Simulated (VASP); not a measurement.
# O (P-1) in VASP: notebook

The runs below take O through single point, with PBE+D3(BJ).

All numbers are computed with VASP 6.6.1; they aren't measurements. Logs are shortened: lines on timing, memory, paths and dates and some standing lists are left out, and cuts for length are marked.

### Step 1. The cell of the first run

The typed cell holds 2 atoms: a = 4.808 Å, b = 4.883 Å, c = 2.688 Å, α = 62.82°, β = 71.18°, γ = 27.18°.

### Step 2. Single point, PBE+D3(BJ)

Input file INCAR:

```
  PREC = Accurate
  ENCUT = 520
  EDIFF = 1E-6
  ISMEAR = 0
  SIGMA = 0.15
  LREAL = F
  LASPH = T
  NELM = 100
  ALGO = Normal
  ISIF = 2
  LWAVE = F
  LCHARG = F
  GGA = PE
  IVDW = 12
  NBANDS = 13
```

Input file KPOINTS:

```
regular mesh
0
Gamma
  14 14 14
```

Input file POSCAR:

```
O
1.0
    0.2548964743      1.7710342832      4.4625052954
    2.1081400100      0.4480885228      4.3812287010
    2.1443356565      1.6120345306      0.1718293588
O
2
Direct
    0.0430616497      0.0982584149      0.8936337868
    0.9569383503      0.9017415851      0.1063662132
```

Potentials or basis: VASP PAW PBE potentials, release 64 (O).

Launch:

```console
$ cat potpaw_PBE.64/O/POTCAR > POTCAR
$ mpirun -np 1 vasp_std > vasp.out
```

OUTCAR:

```text
PREC = Accurate
   ENCUT = 520
   EDIFF = 1E-6
   ISMEAR = 0
   LREAL = F
   LASPH = T
   NELM = 100
   ISIF = 2
   GGA = PE
   IVDW = 12
 IVDW          = 12

 ion  position               nearest neighbor table
   1  0.043  0.098  0.894-   2 1.21
   2  0.957  0.902  0.106-   1 1.21

  LATTYP: Found a triclinic cell.
 ALAT       =     2.2784431027
 B/A-ratio  =     2.2605365749
 C/A-ratio  =     1.1798355843
 COS(alpha) =     0.0430996941
 COS(beta)  =     0.2983527930
 COS(gamma) =     0.5387188117

  Lattice vectors:

 A1 = (  -1.8532435357,   1.3229457604,   0.0812765944)
 A2 = (  -1.8170478892,   2.4868917682,  -4.1281227478)
 A3 = (  -2.1443356565,  -1.6120345306,  -0.1718293588)

Analysis of symmetry for initial positions (statically):
=====================================================================
 Subroutine PRICEL returns:
 Original cell was already a primitive cell.

 Routine SETGRP: Setting up the symmetry group for a
 triclinic supercell.

 Subroutine GETGRP returns: Found  2 space group operations
 (whereof  2 operations were pure point group operations)
 out of a pool of  2 trial point group operations.

The static configuration has the point symmetry S_2 .

Analysis of symmetry for dynamics (positions and initial velocities):
=====================================================================
 Subroutine PRICEL returns:
 Original cell was already a primitive cell.

 Routine SETGRP: Setting up the symmetry group for a
 triclinic supercell.

 Subroutine GETGRP returns: Found  2 space group operations
 (whereof  2 operations were pure point group operations)
 out of a pool of  2 trial point group operations.

The dynamic configuration has the point symmetry S_2 .

 Subroutine INISYM returns: Found  2 space group operations
 (whereof  2 operations are pure point group operations),
 and found     1 'primitive' translations

----------------------------------------------------------------------------------------

                                     Primitive cell

  volume of cell :      25.0939

  direct lattice vectors                    reciprocal lattice vectors
     0.254896474  1.771034283  4.462505295    -0.278381920  0.359950936  0.097136719
     2.108140010  0.448088523  4.381228701     0.274544329 -0.379586198  0.134964498
[... 92 lines left out ...]
   ISYM   =      2    0-nonsym 1-usesym 2-fastsym
   POTIM  = 0.5000    time-step for ionic-motion
   TEBEG  =    0.0;   TEEND  =   0.0 temperature during run
   PSTRESS=    0.0 pullay stress
   NELECT =      12.0000    total number of electrons
   NUPDOWN=      -1.0000    fix difference up-down
   EMIN   =  10.00;   EMAX   =-10.00  energy-range for DOS
   EFERMI =   0.00;   METHOD = LEGACY
   ISMEAR =     0;   SIGMA  =   0.15  broadening in eV -4-tet -1-fermi 0-gaus
   EFERMI_NEDOS =   21; number of points for ismear=-14 and -15
   IALGO  =     38    algorithm
   IMIX   =      4    mixing-type and parameters
     AMIX     =   0.40;   BMIX     =  1.00
     AMIX_MAG =   1.60;   BMIX_MAG =  1.00
  volume/ion in A,a.u.               =      12.55        84.67
  Fermi-wavevector in a.u.,A,eV,Ry     =   1.280203  2.419234 22.298873  1.638921
  Thomas-Fermi vector in A             =   2.412645
   LORBIT       =      0    0 simple, 1 ext, 2 COOP (PROOUT), +10 PAW based schemes
   GGA     = PE    functional components
   LHFCALC =     F    Hartree Fock is set to
   AEXX    =    0.0000 exact exchange contribution
   IVDW    =    12    specifies the selected vdW correction
   LEPSILON=     F    determine dielectric tensor
   LRPA    =     F    only Hartree local field effects (RPA)
 non-spin polarized calculation
 Gauss-broadening in eV      SIGMA  =   0.15
  energy-cutoff  :      520.00
  volume of cell :       25.09
 maximum number of plane-waves:       694
   NGX = 17   NGY = 19   NGZ =  9

 number of electron      12.0000003 magnetization

 Free energy of the ion-electron system (eV)
  ---------------------------------------------------
  ext. energy  EPLUGINS =         0.00000000
  ---------------------------------------------------
  free energy    TOTEN  =        -9.58535617 eV

  energy without entropy =       -9.57100105  energy(sigma->0) =       -9.57817861

 E-fermi :  -0.1495     XC(G=0):  -8.7703

 val. band max:       -0.1499433080   @ k =   0.2857   0.1429   0.1429
 cond. band min:      -0.1490812815   @ k =   0.3571   0.2143   0.1429
 fundamental gap:      0.0008620265
 Fermi energy:        -0.1494878348

 k-point     1 :       0.0000    0.0000    0.0000
  band No.  band energies     occupation
      1     -27.7467      2.00000
      2     -15.0731      2.00000
      3      -8.6450      2.00000
      4      -6.2897      2.00000
      5      -4.5911      2.00000
      6       0.4374      0.00000
      7       1.7779      0.00000
      8       8.3725      0.00000
      9       9.9558      0.00000
     10      10.9191      0.00000
     11      16.4211      0.00000
     12      21.0053      0.00000
     13      26.2954      0.00000
[... 354 lines left out ...]
  band No.  band energies     occupation
      1     -27.6969      2.00000
      2     -15.0468      2.00000
      3      -8.5308      2.00000
      4      -6.2829      2.00000
      5      -4.8332      2.00000
      6       0.4343      0.00000
      7       1.5710      0.00000
      8       7.8943      0.00000
      9      10.0975      0.00000
     10      11.5047      0.00000
     11      16.9170      0.00000
     12      21.1969      0.00000
     13      25.8781      0.00000

 [... further k-points ...]

------------------------ aborting loop because EDIFF is reached ----------------------------------------

 Edisp (eV)   -0.13040

 E8    (eV) :    -0.0314

  FORCE on cell =-STRESS in cart. coord.  units (eV):
  Direction    XX          YY          ZZ          XY          YZ          ZX
  --------------------------------------------------------------------------------------
  -------------------------------------------------------------------------------------
  Total       0.13833     0.01656     1.37060    -0.73516    -0.13334    -0.08471
  in kB       8.83174     1.05759    87.50885   -46.93789    -8.51357    -5.40865
  external pressure =       32.47 kB  Pullay stress =        0.00 kB

 VOLUME and BASIS-vectors are now :
 -----------------------------------------------------------------------------
  energy-cutoff  :      520.00
  volume of cell :       25.09
      direct lattice vectors                 reciprocal lattice vectors
     0.254896474  1.771034283  4.462505295    -0.278381920  0.359950936  0.097136719
     2.108140010  0.448088523  4.381228701     0.274544329 -0.379586198  0.134964498
     2.144335657  1.612034531  0.171829359     0.229525953  0.330391664 -0.144232954

 POSITION                                       TOTAL-FORCE (eV/Angst)
 -----------------------------------------------------------------------------------
      2.13437      1.56086      0.77621        -0.021431     -0.103152      1.234712
      2.37300      2.27030      8.23936         0.021431      0.103152     -1.234712
 -----------------------------------------------------------------------------------
    total drift:                                0.000000      0.000000     -0.000000

  FREE ENERGIE OF THE ION-ELECTRON SYSTEM (eV)
  ---------------------------------------------------
  free  energy   TOTEN  =        -9.7157523756 eV

  energy  without entropy=       -9.7013972526  energy(sigma->0) =       -9.70857481
```

stdout:

```text
POSCAR found type information on POSCAR O
 POSCAR found :  1 types and       2 ions
 scaLAPACK will be used
 LDA part: xc-table for (Slater+PW92), standard interpolation
 POSCAR, INCAR and KPOINTS ok, starting setup
 FFT: planning ... GRIDC
 FFT: planning ... GRID_SOFT
 FFT: planning ... GRID
 WAVECAR not read
 entering main loop
```

It took 5.2 min on 1 thread of Intel Xeon Platinum 8488C (Sapphire Rapids), shared host; peak memory 0.45 GiB.

Results:

| Property | Result |
| --- | --- |
| Free energy | -9.7158 eV |
| Pressure | 3.2 GPa |
| Largest force | 1.239 eV/Å |
| Band gap on the k mesh | zero (band 6 reaches 0.47 eV, above the bottom of band 7 at -0.71 eV) |
| Dispersion energy per atom | -0.065 eV |

Forces in eV/Å, atoms in the order of the input:
```
O   -0.021 -0.103  1.235
O    0.021  0.103 -1.235
```

Levels at points of the mesh, in eV from the Fermi level:
| k point | band 4 | band 5 | band 6 | band 7 | band 8 | band 9 |
| --- | --- | --- | --- | --- | --- | --- |
| (0.00, 0.00, 0.00) | -6.14 | -4.44 | 0.59 | 1.93 | 8.52 | 10.11 |
| (0.50, 0.00, 0.00) | -7.02 | -5.92 | -2.05 | 0.78 | 10.35 | 13.54 |
| (0.00, 0.50, 0.00) | -6.78 | -5.91 | -2.19 | 0.74 | 9.56 | 14.07 |
| (0.50, 0.50, 0.00) | -6.14 | -4.44 | 0.59 | 1.93 | 5.84 | 10.12 |
| (0.00, 0.00, 0.50) | -7.38 | -4.57 | -1.76 | 1.83 | 8.50 | 12.41 |
| (0.50, 0.00, 0.50) | -6.90 | -6.56 | -2.01 | -0.02 | 9.85 | 12.33 |
| (0.00, 0.50, 0.50) | -6.90 | -6.82 | -1.83 | -0.01 | 10.84 | 11.97 |
| (0.50, 0.50, 0.50) | -7.71 | -4.57 | -1.54 | 1.84 | 9.65 | 11.81 |

Caveat: the cell differs from its parent crystal (all atoms moved at random, sigma 0.02 Å a component, cell strained at random, sigma 0.1, then relaxed in part); the standard files for N, O and F lose accuracy on very short bonds; spin is off for a triplet molecule; pairwise dispersion overbinds metals, which lowers pressure and volume; forces of over 1 eV/Å act on the atoms, so gaps and moduli don't describe the material at rest.

### Step 3. Single point, PBE+D3(BJ) (atoms moved at random and the cell strained at random)

Input file INCAR:

```
ALGO = Normal ; EDIFF = 1E-6
ENCUT = 520 ; GGA = PE
ISIF = 2 ; ISMEAR = 0
IVDW = 12 ; LASPH = T
LCHARG = T ; LELF = T
LREAL = F ; LVHAR = T
LWAVE = F ; NBANDS = 13
NELM = 100 ; PREC = Accurate
SIGMA = 0.15
```

Input file KPOINTS:

```
k-points
0
Gamma
  14 14 14
```

Input file POSCAR:

```
O
1.0
    0.2548964743      1.7710342832      4.4625052954
    2.1081400100      0.4480885228      4.3812287010
    2.1443356565      1.6120345306      0.1718293588
O
2
Direct
    0.0701593275      0.0779312095      0.9342476290
    0.9298406725      0.9220687905      0.0657523710
```

Potentials or basis: VASP PAW PBE potentials, release 64 (O).

Launch:

```console
$ cat potpaw_PBE.64/O/POTCAR > POTCAR
$ mpirun -np 1 vasp_std > vasp.out
```

OUTCAR:

```text
EDIFF = 1E-6
   ENCUT = 520
   GGA = PE
   ISIF = 2
   ISMEAR = 0
   IVDW = 12
   LASPH = T
   LREAL = F
   NELM = 100
   PREC = Accurate
 IVDW          = 12

 ion  position               nearest neighbor table
   1  0.070  0.078  0.934-   2 1.29
   2  0.930  0.922  0.066-   1 1.29

  LATTYP: Found a triclinic cell.
 ALAT       =     2.2784431027
 B/A-ratio  =     2.2605365749
 C/A-ratio  =     1.1798355843
 COS(alpha) =     0.0430996941
 COS(beta)  =     0.2983527930
 COS(gamma) =     0.5387188117

  Lattice vectors:

 A1 = (  -1.8532435357,   1.3229457604,   0.0812765944)
 A2 = (  -1.8170478892,   2.4868917682,  -4.1281227478)
 A3 = (  -2.1443356565,  -1.6120345306,  -0.1718293588)

Analysis of symmetry for initial positions (statically):
=====================================================================
 Subroutine PRICEL returns:
 Original cell was already a primitive cell.

 Routine SETGRP: Setting up the symmetry group for a
 triclinic supercell.

 Subroutine GETGRP returns: Found  2 space group operations
 (whereof  2 operations were pure point group operations)
 out of a pool of  2 trial point group operations.

[... 175 lines left out ...]
      5      -3.6822      2.00000
      6      -0.3027      0.00166
      7       1.2944      0.00000
      8       7.4527      0.00000
      9       8.4520      0.00000
     10      11.8029      0.00000
     11      16.2583      0.00000
     12      21.5971      0.00000
     13      26.2206      0.00000
[... 354 lines left out ...]
  band No.  band energies     occupation
      1     -26.0277      2.00000
      2     -15.5334      2.00000
      3      -8.1844      2.00000
      4      -5.3952      2.00000
      5      -3.9464      2.00000
      6      -0.2771      0.00071
      7       1.0924      0.00000
      8       6.8354      0.00000
      9       9.1451      0.00000
     10      11.8284      0.00000
     11      16.8435      0.00000
     12      21.7393      0.00000
     13      25.5969      0.00000

 [... further k-points ...]

------------------------ aborting loop because EDIFF is reached ----------------------------------------

 Edisp (eV)   -0.13066

 E8    (eV) :    -0.0315

  FORCE on cell =-STRESS in cart. coord.  units (eV):
  Direction    XX          YY          ZZ          XY          YZ          ZX
  --------------------------------------------------------------------------------------
  -------------------------------------------------------------------------------------
  Total       0.39520     0.21780    -4.70873    -0.58901    -1.22363    -0.65470
  in kB      25.23247    13.90578  -300.63902   -37.60648   -78.12558   -41.80065
  external pressure =      -87.17 kB  Pullay stress =        0.00 kB

 VOLUME and BASIS-vectors are now :
 -----------------------------------------------------------------------------
  energy-cutoff  :      520.00
  volume of cell :       25.09
      direct lattice vectors                 reciprocal lattice vectors
     0.254896474  1.771034283  4.462505295    -0.278381920  0.359950936  0.097136719
     2.108140010  0.448088523  4.381228701     0.274544329 -0.379586198  0.134964498
     2.144335657  1.612034531  0.171829359     0.229525953  0.330391664 -0.144232954

 POSITION                                       TOTAL-FORCE (eV/Angst)
 -----------------------------------------------------------------------------------
      2.18551      1.66521      0.81505        -0.478971     -0.962455     -3.520391
      2.32186      2.16594      8.20051         0.478971      0.962455      3.520391
 -----------------------------------------------------------------------------------
    total drift:                               -0.000000     -0.000000      0.000000

  FREE ENERGIE OF THE ION-ELECTRON SYSTEM (eV)
  ---------------------------------------------------
  free  energy   TOTEN  =        -9.5129452974 eV

  energy  without entropy=       -9.4966319387  energy(sigma->0) =       -9.50478862
```

OSZICAR:

```text
N       E                     dE             d eps       ncg     rms          rms(c)
DAV:   1     0.390299245350E+02    0.39030E+02   -0.64121E+03 36269   0.850E+02
DAV:   2    -0.810203162098E+01   -0.47132E+02   -0.45113E+02 45677   0.182E+02
DAV:   3    -0.962803821598E+01   -0.15260E+01   -0.15080E+01 41475   0.299E+01
DAV:   4    -0.963305246807E+01   -0.50143E-02   -0.50138E-02 40806   0.204E+00
DAV:   5    -0.963307371305E+01   -0.21245E-04   -0.21245E-04 42143   0.124E-01    0.433E+00
DAV:   6    -0.942364022742E+01    0.20943E+00   -0.21807E-01 39941   0.402E+00    0.230E+00
DAV:   7    -0.938076175635E+01    0.42878E-01   -0.18756E-01 40481   0.370E+00    0.445E-01
DAV:   8    -0.938231392836E+01   -0.15522E-02   -0.18832E-02 38601   0.109E+00    0.523E-02
DAV:   9    -0.938227601410E+01    0.37914E-04   -0.28121E-04 40476   0.152E-01    0.303E-02
DAV:  10    -0.938228443863E+01   -0.84245E-05   -0.33182E-05 40546   0.517E-02    0.607E-03
DAV:  11    -0.938228404201E+01    0.39662E-06   -0.33720E-06 42046   0.150E-02
   1 F= -.95129453E+01 E0= -.95047886E+01  d E =-.163134E-01
```

It took 5.3 min on 1 thread of Intel Xeon Platinum 8488C (Sapphire Rapids), shared host; peak memory 0.44 GiB.

Results:

```yaml
Free_energy: -9.5129 eV
Pressure: -8.7 GPa
Largest_force: 3.681 eV/Å
Band_gap_on_the_k_mesh: zero (band 6 reaches -0.16 eV, above the bottom of band 7 at -1.13 eV)
Dispersion_energy_per_atom: -0.065 eV
```

Forces in eV/Å, atoms in the order of the input:
```
O   -0.479 -0.962 -3.520
O    0.479  0.962  3.520
```

Levels at points of the mesh, in eV from the Fermi level:
```csv
k point,band 4,band 5,band 6,band 7,band 8,band 9
"(0.00, 0.00, 0.00)",-4.76,-3.05,0.33,1.93,8.09,9.09
"(0.50, 0.00, 0.00)",-6.24,-4.55,-2.03,0.68,8.20,14.39
"(0.00, 0.50, 0.00)",-6.09,-4.56,-2.08,0.71,8.01,14.40
"(0.50, 0.50, 0.00)",-4.79,-3.05,0.42,1.94,5.24,11.08
"(0.00, 0.00, 0.50)",-6.73,-3.20,-1.44,1.85,7.34,12.79
"(0.50, 0.00, 0.50)",-5.86,-5.60,-1.98,0.04,8.01,13.11
"(0.00, 0.50, 0.50)",-6.11,-5.57,-1.80,-0.03,8.60,12.86
"(0.50, 0.50, 0.50)",-6.90,-3.20,-1.48,1.86,7.31,13.12
```

Caveat: the cell differs from its parent crystal (atoms moved at random and the cell strained at random); spin is off for a triplet molecule; pairwise dispersion overbinds metals, which lowers pressure and volume; forces of over 1 eV/Å act on the atoms, so gaps and moduli don't describe the material at rest.
